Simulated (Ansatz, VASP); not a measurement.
# Bi: VASP beside Ansatz

```xyz
2
Lattice="4.5987 0.0000 0.0000 -2.2994 3.9826 0.0000 0.0000 0.0000 11.9847" Properties=species:S:1:pos:R:3 pbc="T T T"
Bi    0.0000    2.6551    2.9962
Bi    2.2994    1.3275    8.9885
```

Change from the starting cell: volume scaled by 1.04.

Alike in both runs: task single point; functional PBEsol; k mesh 9 × 9 × 3; occupations fermi-dirac, width 0.03 eV; no spin polarisation.

```csv
,VASP,Ansatz
version,VASP 6.6.1,Ansatz 0.2.0
potentials or method,"VASP PAW PBE potentials, release 64 (Bi_d), cutoff 520 eV","all-electron LAPW, scalar-relativistic"
```

|  | VASP | Ansatz | Ansatz less VASP |
| --- | --- | --- | --- |
| pressure (GPa) | -3.3 | -3.3 | +0.02 |
| traceless stress, the component that is largest in VASP (GPa) | 2.98 | 2.98 | +0.002 |

VASP's potentials were made for PBE, not for PBEsol. Ansatz ran all-electron here, and VASP with PAW potentials.

Spin-orbit coupling is off throughout.
